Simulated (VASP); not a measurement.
Wanted: the native input for a VASP 6.6.1 run.

```
Task                   : single point
Functional             : PBE
Potentials or basis    : VASP PAW PBE potentials, release 64 (Li_sv, Ta_pv, O)
Cutoff                 : 520 eV
k mesh                 : 4 × 4 × 4
Occupations            : gaussian, width 0.1 eV
Spin                   : collinear spin, ferromagnetic start
Starting moments       : [0.0, 0.0, 0.0, 1.0, 1.0, 0.0] μB
Dipole correction      : no
Further INCAR settings : ALGO = Normal; EDIFF = 1e-07; NBANDS = 32
```

The structure of Li3Ta2O lies in POSCAR:

```
Li3Ta2O
1.0
    4.1252668943      0.0000000000      0.0000000000
    0.0000000000      4.1252668943      0.0000000000
    0.0000000000      0.0000000000      6.1470169305
Li Ta O
3 2 1
Direct
    0.0000000000      0.0000000000      0.3128846537
    0.0000000000      0.0000000000      0.6871153463
    0.5000000000      0.5000000000      0.5000000000
    0.5000000000      0.0000000000      0.0000000000
    0.0000000000      0.5000000000      0.0000000000
    0.5000000000      0.5000000000      0.0000000000
```

These files were run (other wordings do the same):

INCAR

```
  PREC = Accurate
  ENCUT = 520
  EDIFF = 1E-7
  ISMEAR = 0
  SIGMA = 0.1
  LREAL = False
  LASPH = True
  NELM = 150
  ALGO = Normal
  ISIF = 2
  LWAVE = False
  LCHARG = False
  ISPIN = 2
  MAGMOM = 0 0 0 1 1 0
  LORBIT = 11
  LMAXMIX = 4
  GGA = PE
  NBANDS = 32
```

KPOINTS

```
Automatic mesh
0
Gamma
  4 4 4
```

Potentials or basis: VASP PAW PBE potentials, release 64 (Li_sv, Ta_pv, O).

Launch:

```bash
$ cat potpaw_PBE.64/Li_sv/POTCAR potpaw_PBE.64/Ta_pv/POTCAR potpaw_PBE.64/O/POTCAR > POTCAR
$ mpirun -np 1 vasp_std > vasp.out
```

It gave:

```yaml
Largest_force: 0.019 eV/Å
Net_moment: 0.68 μB per cell
Site_moments: Li +0.01, +0.00; Ta +0.17; O +0.01 μB
Valence_electrons_inside_the_program's_atomic_spheres: Li 2.12, 2.05; Ta 8.83; O 5.08
```

Caveat: the k points lie up to 0.38 Å⁻¹ apart.

It took 54 s on 1 thread of Intel(R) Xeon(R) 6975P-C (Granite Rapids), on a shared host, peak memory 0.3 GiB.
